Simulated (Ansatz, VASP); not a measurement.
## Te: VASP beside Ansatz

```
CELL_PARAMETERS angstrom
4.51867 0.00000 0.00000
-2.25933 3.91328 0.00000
0.00000 0.00000 5.95610
ATOMIC_POSITIONS crystal
Te 0.26829 0.00000 0.33333
Te 0.00000 0.26829 0.66667
Te 0.73171 0.73171 0.00000
```

Alike in both runs: functional PBE; k mesh 12 × 12 × 6; occupations gaussian, width 0.01 eV; no spin polarisation.

Ansatz relaxed the structure, and its values are those at the end. VASP's run is a single point on that final structure, the one shown.

```csv
,VASP,Ansatz
version,VASP 6.6.1,Ansatz 0.2.0
potentials or method,"VASP PAW PBE potentials, release 64 (Te), cutoff 520 eV","scalar-relativistic, plane waves, PAW"
valence electrons in the cell,18,48
```

|  | VASP | Ansatz | Ansatz less VASP |
| --- | --- | --- | --- |
| gap on the k mesh at the Fermi level (eV) | 0.21 | 0.23 | +0.019 |
| least direct gap on the mesh (eV) | 0.21 | 0.23 | +0.019 |
| pressure (GPa) | 0.0 | 0.0 | 0.00 |
| rms of the force components (eV/Å) | 0.005 | 0.000 | -0.0041 |

VASP's potentials hold 18 valence electrons a cell and Ansatz's 48, so a difference there can come from the potentials and not from the codes.

Neither program's run includes spin-orbit coupling.
